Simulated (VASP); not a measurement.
Here is a VASP 6.6.1 calculation.

Contents of INCAR:

```
SYSTEM = WS
  PREC = Accurate
  ENCUT = 500
  EDIFF = 1E-6
  ISMEAR = -1
  SIGMA = 0.03
  LREAL = .False.
  LASPH = .True.
  NELM = 120
  ALGO = Normal
  ISIF = 2
  LWAVE = .False.
  LCHARG = .False.
  GGA = PE
  NBANDS = 17
  GGA_COMPAT = .False.
```

File KPOINTS:

```
regular mesh
0
Gamma
  5 5 5
  0 0 0
```

File POSCAR:

```
WS
1.0
    3.4448484800      0.0000000000      0.0000000000
    0.0000000000      3.4448484800      0.0000000000
    0.0000000000      0.0000000000      3.4448484800
W S
1 1
Direct
    0.5000000000      0.5000000000      0.5000000000
    0.0000000000      0.0000000000      0.0000000000
```

Potentials or basis: VASP PAW PBE potentials, release 64 (W_sv, S).

The run is started by

```bash
$ cat potpaw_PBE.64/W_sv/POTCAR potpaw_PBE.64/S/POTCAR > POTCAR
$ mpirun -np 1 vasp_std > vasp.out
```

(1) What does it give for the pressure?

(2) Predict the band gap on the k mesh.

Results:

(1) -34.6 GPa.

(2) zero (band 10 reaches 7.84 eV, above the bottom of band 11 at 6.14 eV).

Caveat: the k points lie up to 0.36 Å⁻¹ apart; spin-orbit coupling is left out, which moves the levels of the heavy elements.
